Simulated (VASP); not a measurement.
# KF (R-3m) in VASP: a series of runs, part 2 of 2

VASP 6.6.1. Earlier steps stand in the parts before.

## 3. Single point, LDA

This run uses another cell than the first one, of the same volume but with other edges.

INCAR

```
PREC     = Accurate       # precision mode
ENCUT    = 520            # plane-wave cutoff, eV
EDIFF    = 1E-6           # SCF threshold, eV
ISMEAR   = 0              # smearing method
SIGMA    = 0.05           # smearing width, eV
LREAL    = F              # projectors in reciprocal space
LASPH    = T              # aspherical terms in the spheres
NELM     = 80             # most SCF steps
ALGO     = Normal         # electronic algorithm
ISIF     = 2              # what is computed and relaxed
LWAVE    = F              # write WAVECAR
LCHARG   = T              # write CHGCAR
GGA      = CA             # functional
LELF     = T              # ELF
LVHAR    = T            
NBANDS   = 15             # bands
```

KPOINTS

```
regular mesh
0
Gamma
  8 8 8
```

POSCAR

```
KF
1.0
    0.0835022519      2.6241387187      2.6241387187
    2.6241387187      0.0835022519      2.6241387187
    2.6241387187      2.6241387187      0.0835022519
K F
1 1
Direct
    0.0000000000      0.0000000000      0.0000000000
    0.5000000000      0.5000000000      0.5000000000
```

Potentials or basis: VASP PAW LDA potentials, release 64 (K_sv, F).

Launch:

```
$ cat potpaw_LDA.64/K_sv/POTCAR potpaw_LDA.64/F/POTCAR > POTCAR
$ mpirun -np 1 vasp_std > vasp.out
```

OUTCAR:

```text
PREC = Accurate
   ENCUT = 520
   EDIFF = 1E-6
   ISMEAR = 0
   LREAL = F
   LASPH = T
   NELM = 80
   ISIF = 2
   GGA = CA

 ion  position               nearest neighbor table
   1  0.000  0.000  0.000-   2 2.58   2 2.58   2 2.58   2 2.58   2 2.58   2 2.58
   2  0.500  0.500  0.500-   1 2.58   1 2.58   1 2.58   1 2.58   1 2.58   1 2.58

  LATTYP: Found a trigonal (rhomboedric) cell.
 ALAT       =     3.7120318770
 COS(alpha) =     0.5315517071

  Lattice vectors:

 A1 = (   0.0835022519,   2.6241387187,   2.6241387187)
 A2 = (   2.6241387187,   0.0835022519,   2.6241387187)
 A3 = (   2.6241387187,   2.6241387187,   0.0835022519)

Analysis of symmetry for initial positions (statically):
=====================================================================
 Subroutine PRICEL returns:
 Original cell was already a primitive cell.

 Routine SETGRP: Setting up the symmetry group for a
 trigonal (rhombohedral) supercell.

 Subroutine GETGRP returns: Found 12 space group operations
 (whereof 12 operations were pure point group operations)
 out of a pool of 12 trial point group operations.

The static configuration has the point symmetry D_3d.

Analysis of symmetry for dynamics (positions and initial velocities):
=====================================================================
 Subroutine PRICEL returns:
 Original cell was already a primitive cell.

 Routine SETGRP: Setting up the symmetry group for a
 trigonal (rhombohedral) supercell.

 Subroutine GETGRP returns: Found 12 space group operations
 (whereof 12 operations were pure point group operations)
 out of a pool of 12 trial point group operations.

The dynamic configuration has the point symmetry D_3d.

 Subroutine INISYM returns: Found 12 space group operations
 (whereof 12 operations are pure point group operations),
 and found     1 'primitive' translations

----------------------------------------------------------------------------------------

                                     Primitive cell

  volume of cell :      34.4158

  direct lattice vectors                    reciprocal lattice vectors
     0.083502252  2.624138719  2.624138719    -0.199883228  0.193718932  0.193718932
     2.624138719  0.083502252  2.624138719     0.193718932 -0.199883228  0.193718932
     2.624138719  2.624138719  0.083502252     0.193718932  0.193718932 -0.199883228

  length of vectors
     3.712031877  3.712031877  3.712031877     0.339127342  0.339127342  0.339127342

  position of ions in fractional coordinates (direct lattice)
     0.000000000  0.000000000  0.000000000
     0.500000000  0.500000000  0.500000000

  ion indices of the primitive-cell ions
   primitive index   ion index
                 1           1
                 2           2

----------------------------------------------------------------------------------------

 KPOINTS: regular mesh

Automatic generation of k-mesh.
 Grid dimensions read from file:
 generate k-points for:    8    8    8

 Generating k-lattice:

[... 22 lines left out ...]
  0.500000  0.000000 -0.000000      3.000000
  0.125000  0.125000 -0.000000      6.000000
[... 16 lines left out ...]
  0.250000  0.125000  0.125000      6.000000
  0.375000  0.125000  0.125000      6.000000
 [... further k-points ...]
   k-points           NKPTS =     65   k-points in BZ     NKDIM =     65   number of bands    NBANDS=     15
   number of dos      NEDOS =    301   number of ions     NIONS =      2
   total plane-waves  NPLWV =  21952
   dimension x,y,z NGX =    28 NGY =   28 NGZ =   28
   dimension x,y,z NGXF=    56 NGYF=   56 NGZF=   56
   ions per type =               1   1
   NGX,Y,Z   is equivalent  to a cutoff of  12.54, 12.54, 12.54 a.u.
   NGXF,Y,Z  is equivalent  to a cutoff of  25.08, 25.08, 25.08 a.u.
 SYSTEM =  unknown system
   PREC   = accura    normal or accurate (medium, high low for compatibility)
   ISTART =      0    job   : 0-new  1-cont  2-samecut
   ICHARG =      2    charge: 1-file 2-atom 10-const
   ISPIN  =      1    spin polarized calculation?
   LNONCOLLINEAR =      F non collinear calculations
   LSORBIT =      F    spin-orbit coupling
   LASPH  =      T    aspherical Exc in radial PAW
   ENCUT  =  520.0 eV  38.22 Ry    6.18 a.u.   6.90  6.90  6.90*2*pi/ulx,y,z
   NELM   =     80;   NELMIN=  2; NELMDL= -5     # of ELM steps
   EDIFF  = 0.1E-05   stopping-criterion for ELM
   LREAL  =      F    real-space projection
   EDIFFG = 0.1E-04   stopping-criterion for IOM
   NSW    =      0    number of steps for IOM
   IBRION =     -1    ionic relax: 0-MD 1-quasi-New 2-CG
   NFREE  =      0    steps in history (QN), initial steepest desc. (CG)
   ISIF   =      2    stress and relaxation
   ISYM   =      2    0-nonsym 1-usesym 2-fastsym
   POTIM  = 0.5000    time-step for ionic-motion
   TEBEG  =    0.0;   TEEND  =   0.0 temperature during run
   PSTRESS=    0.0 pullay stress
   NELECT =      16.0000    total number of electrons
   NUPDOWN=      -1.0000    fix difference up-down
   EMIN   =  10.00;   EMAX   =-10.00  energy-range for DOS
   EFERMI =   0.00;   METHOD = LEGACY
   ISMEAR =     0;   SIGMA  =   0.05  broadening in eV -4-tet -1-fermi 0-gaus
   EFERMI_NEDOS =   21; number of points for ismear=-14 and -15
   IALGO  =     38    algorithm
   IMIX   =      4    mixing-type and parameters
     AMIX     =   0.40;   BMIX     =  1.00
     AMIX_MAG =   1.60;   BMIX_MAG =  1.00
  volume/ion in A,a.u.               =      17.21       116.12
  Fermi-wavevector in a.u.,A,eV,Ry     =   1.268223  2.396595 21.883480  1.608390
  Thomas-Fermi vector in A             =   2.401330
   LORBIT       =      0    0 simple, 1 ext, 2 COOP (PROOUT), +10 PAW based schemes
   GGA     = CA    functional components
   LHFCALC =     F    Hartree Fock is set to
   AEXX    =    0.0000 exact exchange contribution
   IVDW    =     0    specifies the selected vdW correction
   LEPSILON=     F    determine dielectric tensor
   LRPA    =     F    only Hartree local field effects (RPA)
 non-spin polarized calculation
 Gauss-broadening in eV      SIGMA  =   0.05
  energy-cutoff  :      520.00
  volume of cell :       34.42
 maximum number of plane-waves:       942
   NGX = 13   NGY = 13   NGZ = 13

 number of electron      15.9999996 magnetization

 Free energy of the ion-electron system (eV)
  ---------------------------------------------------
  ext. energy  EPLUGINS =         0.00000000
  ---------------------------------------------------
  free energy    TOTEN  =        -9.06681948 eV

  energy without entropy =       -9.06681948  energy(sigma->0) =       -9.06681948

 E-fermi :  -2.5888     XC(G=0):  -9.6130

 val. band max:       -2.9029097924   @ k =   0.0000   0.0000   0.0000
 cond. band min:       3.4151755262   @ k =   0.0000   0.0000   0.0000
 fundamental gap:      6.3180853187
 Fermi energy:        -2.5888392565

 k-point     1 :       0.0000    0.0000    0.0000
  band No.  band energies     occupation
      1     -28.3187      2.00000
      2     -21.1915      2.00000
      3     -11.7232      2.00000
      4     -11.6749      2.00000
      5     -11.6749      2.00000
      6      -2.9495      2.00000
      7      -2.9029      2.00000
      8      -2.9029      2.00000
      9       3.4152      0.00000
     10       7.4975      0.00000
     11       8.0200      0.00000
     12       8.0200      0.00000
     13       9.7530      0.00000
     14       9.7530      0.00000
[... 401 lines left out ...]
      2     -21.3019      2.00000
      3     -11.9471      2.00000
      4     -11.8169      2.00000
      5     -11.6962      2.00000
      6      -3.6128      2.00000
      7      -3.2621      2.00000
      8      -3.1027      2.00000
      9       5.6762      0.00000
     10       7.0225      0.00000
     11       8.9455      0.00000
     12       9.1916      0.00000
     13      10.7529      0.00000
     14      11.0134      0.00000
     15      16.0612      0.00000

 [... further k-points ...]

------------------------ aborting loop because EDIFF is reached ----------------------------------------

  FORCE on cell =-STRESS in cart. coord.  units (eV):
  Direction    XX          YY          ZZ          XY          YZ          ZX
  --------------------------------------------------------------------------------------
  -------------------------------------------------------------------------------------
  Total        0.0322721      0.0322721      0.0322721     -0.1022130     -0.1022130     -0.1022130
  in kB        1.5023833      1.5023833      1.5023833     -4.7583826     -4.7583826     -4.7583826
  external PRESSURE =       1.5023833 kB  Pullay stress =       0.0000000 kB

 VOLUME and BASIS-vectors are now :
 -----------------------------------------------------------------------------
  energy-cutoff  :      520.00
  volume of cell :       34.42
      direct lattice vectors                 reciprocal lattice vectors
     0.083502252  2.624138719  2.624138719    -0.199883228  0.193718932  0.193718932
     2.624138719  0.083502252  2.624138719     0.193718932 -0.199883228  0.193718932
     2.624138719  2.624138719  0.083502252     0.193718932  0.193718932 -0.199883228

 POSITION                                       TOTAL-FORCE (eV/Angst)
 -----------------------------------------------------------------------------------
      0.00000      0.00000      0.00000         0.000000      0.000000      0.000000
      2.66589      2.66589      2.66589        -0.000000      0.000000     -0.000000
 -----------------------------------------------------------------------------------
    total drift:                                0.000000      0.000000      0.000000

  FREE ENERGIE OF THE ION-ELECTRON SYSTEM (eV)
  ---------------------------------------------------
  free  energy   TOTEN  =        -9.0668194816 eV

  energy  without entropy=       -9.0668194816  energy(sigma->0) =       -9.06681948
```

It took 76 s on 1 thread of AMD EPYC 7R13, shared host; peak memory 0.13 GiB.

Results:

```yaml
Free_energy: -9.0668 eV
Pressure: 0.2 GPa
Band_gap_on_the_k_mesh: 6.32 eV, direct
```

Levels at points of the mesh, in eV from the valence-band top:
```csv
k point,band 5,band 6,band 7,band 8,band 9,band 10,band 11,band 12
"(0.00, 0.00, 0.00)",-8.77,-0.05,0.00,0.00,6.32,10.40,10.92,10.92
"(0.50, 0.00, 0.00)",-8.83,-1.00,-0.55,-0.46,9.20,11.02,12.21,12.70
"(0.50, 0.50, 0.00)",-9.07,-0.16,-0.06,-0.03,7.92,10.66,12.21,14.07
"(0.50, 0.50, 0.50)",-8.80,-0.99,-0.41,-0.41,9.05,10.83,12.35,12.35
```

A k mesh can miss the band edges. Expect the measured gap to be larger: semilocal functionals such as LDA lack the derivative discontinuity.

## 4. Single point, LDA

This run uses another cell than the first one, of 17.48 Å³/atom, 1.016 times its volume.

INCAR

```
SYSTEM = KF
PREC = Accurate
ENCUT = 520
EDIFF = 1E-6
ISMEAR = 0
SIGMA = 0.05
LREAL = .FALSE.
LASPH = .TRUE.
NELM = 100
ALGO = Normal
ISIF = 2
LWAVE = .FALSE.
LCHARG = .FALSE.
GGA = CA
NBANDS = 15
```

KPOINTS

```
Automatic mesh
0
G
  8 8 8
  0 0 0
```

POSCAR

```
KF
1.0
   -0.0552649204      2.5680699107      2.5680699107
    2.5680699107     -0.0552649204      2.5680699107
    2.5680699107      2.5680699107     -0.0552649204
K F
1 1
Direct
    0.0000000000      0.0000000000      0.0000000000
    0.5000000000      0.5000000000      0.5000000000
```

Potentials or basis: VASP PAW LDA potentials, release 64 (K_sv, F).

Launch:

```
$ cat potpaw_LDA.64/K_sv/POTCAR potpaw_LDA.64/F/POTCAR > POTCAR
$ mpirun -np 1 vasp_std > vasp.out
```

OUTCAR:

```text
SYSTEM = KF
   PREC = Accurate
   ENCUT = 520
   EDIFF = 1E-6
   ISMEAR = 0
   LREAL = .FALSE.
   LASPH = .TRUE.
   NELM = 100
   ISIF = 2
   GGA = CA

 ion  position               nearest neighbor table
   1  0.000  0.000  0.000-   2 2.60   2 2.60   2 2.60   2 2.60   2 2.60   2 2.60
   2  0.500  0.500  0.500-   1 2.60   1 2.60   1 2.60   1 2.60   1 2.60   1 2.60

  LATTYP: Found a trigonal (rhomboedric) cell.
 ALAT       =     3.6322197544
 COS(alpha) =     0.4783692091

  Lattice vectors:

 A1 = (  -0.0552649204,   2.5680699107,   2.5680699107)
[... 619 lines left out ...]

  FORCE on cell =-STRESS in cart. coord.  units (eV):
  Direction    XX          YY          ZZ          XY          YZ          ZX
  --------------------------------------------------------------------------------------
  -------------------------------------------------------------------------------------
  Total       -0.1103221     -0.1103221     -0.1103221      0.0591515      0.0591515      0.0591515
  in kB       -5.0550703     -5.0550703     -5.0550703      2.7103798      2.7103798      2.7103798
  external PRESSURE =      -5.0550703 kB  Pullay stress =       0.0000000 kB

 VOLUME and BASIS-vectors are now :
 -----------------------------------------------------------------------------
  energy-cutoff  :      520.00
  volume of cell :       34.97
      direct lattice vectors                 reciprocal lattice vectors
    -0.055264920  2.568069911  2.568069911    -0.188523962  0.192670230  0.192670230
     2.568069911 -0.055264920  2.568069911     0.192670230 -0.188523962  0.192670230
     2.568069911  2.568069911 -0.055264920     0.192670230  0.192670230 -0.188523962

 POSITION                                       TOTAL-FORCE (eV/Angst)
 -----------------------------------------------------------------------------------
      0.00000      0.00000      0.00000         0.000000     -0.000000      0.000000
      2.54044      2.54044      2.54044        -0.000000      0.000000     -0.000000
 -----------------------------------------------------------------------------------
    total drift:                                0.000000      0.000000      0.000000

  FREE ENERGIE OF THE ION-ELECTRON SYSTEM (eV)
  ---------------------------------------------------
  free  energy   TOTEN  =        -9.0697720787 eV

  energy  without entropy=       -9.0697720787  energy(sigma->0) =       -9.06977208
```

stdout:

```text
POSCAR found type information on POSCAR K F
 POSCAR found :  2 types and       2 ions
 scaLAPACK will be used
 LDA part: xc-table for (Slater(with rela. corr.)+CA(PZ))
 , standard interpolation
 POSCAR, INCAR and KPOINTS ok, starting setup
 FFT: planning ... GRIDC
 FFT: planning ... GRID_SOFT
 FFT: planning ... GRID
 WAVECAR not read
 entering main loop
```

It took 75 s on 1 thread of AMD EPYC 7R13, shared host; peak memory 0.13 GiB.

What came out:

* Free energy: -9.0698 eV
* Pressure: -0.5 GPa
* Band gap on the k mesh: 6.23 eV, direct

Stress tensor (GPa, compression positive):
```
-0.51  0.27  0.27
 0.27 -0.51  0.27
 0.27  0.27 -0.51
```

## 5. Single point, LDA

This run uses another cell than the first one, of 16.66 Å³/atom, 0.968 times its volume.

INCAR

```
PREC = Accurate
ENCUT = 520
EDIFF = 1E-7
ISMEAR = 0
SIGMA = 0.05
LREAL = F
LASPH = T
NELM = 60
ALGO = Normal
ISIF = 2
LWAVE = F
LCHARG = T
GGA = CA
LELF = T
LVHAR = T
NBANDS = 15
```

KPOINTS

```
regular mesh
0
Gamma
  8 8 8
```

POSCAR

```
KF
1.0
    0.0549137661      2.5816207941      2.5816207941
    2.5816207941      0.0549137661      2.5816207941
    2.5816207941      2.5816207941      0.0549137661
K F
1 1
Direct
    0.0000000000      0.0000000000      0.0000000000
    0.5000000000      0.5000000000      0.5000000000
```

Launch:

```
$ cat potpaw_LDA.64/K_sv/POTCAR potpaw_LDA.64/F/POTCAR > POTCAR
$ mpirun -np 1 vasp_std > vasp.out
```

Wall time 23 s (1 thread of AMD EPYC 9R14 (Zen 4), shared host); peak memory 0.13 GiB.

The run converged. Its results:

```yaml
Free_energy: -9.0615 eV
Pressure: 1.8 GPa
Band_gap_on_the_k_mesh: 6.52 eV, direct
```

Stress tensor (GPa, compression positive):
```
 1.78 -0.28 -0.28
-0.28  1.78 -0.28
-0.28 -0.28  1.78
```

Levels at points of the mesh, in eV from the valence-band top:
| k point | band 6 | band 7 | band 8 | band 9 | band 10 | band 11 |
| --- | --- | --- | --- | --- | --- | --- |
| (0.00, 0.00, 0.00) | -0.03 | 0.00 | 0.00 | 6.52 | 10.59 | 10.96 |
| (0.50, 0.00, 0.00) | -1.03 | -0.56 | -0.50 | 9.34 | 11.27 | 12.45 |
| (0.50, 0.50, 0.00) | -0.12 | -0.03 | -0.01 | 7.94 | 10.88 | 12.50 |
| (0.50, 0.50, 0.50) | -1.02 | -0.46 | -0.46 | 9.24 | 11.14 | 12.54 |

## 6. Single point, LDA

This run uses another cell than the first one, of 16.66 Å³/atom, 0.968 times its volume.

INCAR

```
ALGO     = Normal         # electronic algorithm
EDIFF    = 1E-7           # SCF threshold, eV
ENCUT    = 520            # plane-wave cutoff, eV
GGA      = CA             # functional
ISIF     = 2              # what is computed and relaxed
ISMEAR   = 0              # smearing method
LASPH    = T              # aspherical terms in the spheres
LCHARG   = F              # write CHGCAR
LREAL    = F              # projectors in reciprocal space
LWAVE    = F              # write WAVECAR
NBANDS   = 15             # bands
NELM     = 80             # most SCF steps
PREC     = Accurate       # precision mode
SIGMA    = 0.05           # smearing width, eV
```

KPOINTS

```
k-points
0
Gamma
  8 8 8
```

POSCAR

```
KF
1.0
   -0.0543804953      2.5269721280      2.5269721280
    2.5269721280     -0.0543804953      2.5269721280
    2.5269721280      2.5269721280     -0.0543804953
K F
1 1
Direct
    0.0000000000      0.0000000000      0.0000000000
    0.5000000000      0.5000000000      0.5000000000
```

Potentials or basis: VASP PAW LDA potentials, release 64 (K_sv, F).

Launch:

```
$ cat potpaw_LDA.64/K_sv/POTCAR potpaw_LDA.64/F/POTCAR > POTCAR
$ mpirun -np 1 vasp_std > vasp.out
```

Wall time 21 s (1 thread of AMD EPYC 9R14 (Zen 4), shared host); peak memory 0.13 GiB.

It converged, with:

```
Free energy            : -9.0618 eV
Pressure               : 1.8 GPa
Band gap on the k mesh : 6.51 eV, direct
```

Stress tensor (GPa, compression positive):
```
1.78 0.24 0.24
0.24 1.78 0.24
0.24 0.24 1.78
```

Levels at points of the mesh, in eV from the valence-band top:
```tsv
k point	band 4	band 5	band 6	band 7	band 8	band 9	band 10	band 11	band 12	band 13
(0.00, 0.00, 0.00)	-8.69	-8.65	-0.03	-0.03	0.00	6.51	10.70	10.70	11.10	12.78
(0.50, 0.00, 0.00)	-8.71	-8.71	-1.03	-0.53	-0.47	9.29	11.20	12.40	12.75	15.14
(0.50, 0.50, 0.00)	-9.05	-9.00	-0.13	-0.04	-0.02	7.93	10.87	12.49	14.27	15.08
(0.50, 0.50, 0.50)	-8.74	-8.74	-1.04	-0.57	-0.57	9.38	11.33	12.64	12.64	15.24
```

A k mesh can miss the band edges.

## 7. Summary

| cell | gap on the mesh (eV) | pressure (GPa) |
| --- | --- | --- |
| a = 3.632 Å, angles 60.7°, 2 atoms | 6.33 | 0.2 |
| a = 3.712 Å, angles 57.9°, 2 atoms | 6.32 | 0.2 |
| a = 3.632 Å, angles 61.4°, 2 atoms | 6.23 | -0.5 |
| a = 3.651 Å, angles 58.6°, 2 atoms | 6.52 | 1.8 |
| a = 3.574 Å, angles 61.4°, 2 atoms | 6.51 | 1.8 |

Alike in all rows: task single point; level LDA; potentials or basis VASP PAW LDA potentials, release 64 (K_sv, F); no spin polarisation; k mesh 8 × 8 × 8; cutoff (eV) 520; smearing gaussian 0.05 eV.

Total energies depend on the potentials used, so only differences within one code and one set of settings carry meaning.
